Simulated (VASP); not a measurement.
C, 2 atoms in the cell. Symmetry: P4/nmm, No. 129, tetragonal system. Conventional cell: a = 2.259 Å, b = 2.259 Å, c = 2.066 Å, α = 90.00°, β = 90.00°, γ = 90.00°. C (site symmetry 4mm) has 6 C at 1.60 to 2.07 Å within 2.1 Å. 

```yaml
Program: VASP 6.6.1
Task: single point
Functional: PBE
Potentials_or_basis: VASP PAW PBE potentials, release 64 (C)
Cutoff: 600 eV
k_mesh: 8 × 8 × 8
Occupations: gaussian, width 0.1 eV
Spin: collinear spin, ferromagnetic start
Starting_moments: "[1.0, 1.0] μB"
Dipole_correction: no
Further_INCAR_settings: ALGO = Normal; EDIFF = 1e-06; NBANDS = 15
```

Potentials or basis: VASP PAW PBE potentials, release 64 (C).

Command:

```sh
$ cat potpaw_PBE.64/C/POTCAR > POTCAR
$ mpirun -np 1 vasp_std > vasp.out
```

Hardware: 1 thread of Intel(R) Xeon(R) 6975P-C (Granite Rapids), with other jobs on the host.

Problem. Estimate the wall time of this run.

Solution. Run time: 10 s on 1 thread of Intel(R) Xeon(R) 6975P-C (Granite Rapids) (shared host), peak memory 0.13 GiB. Counts: scf iterations 14, k points 75.
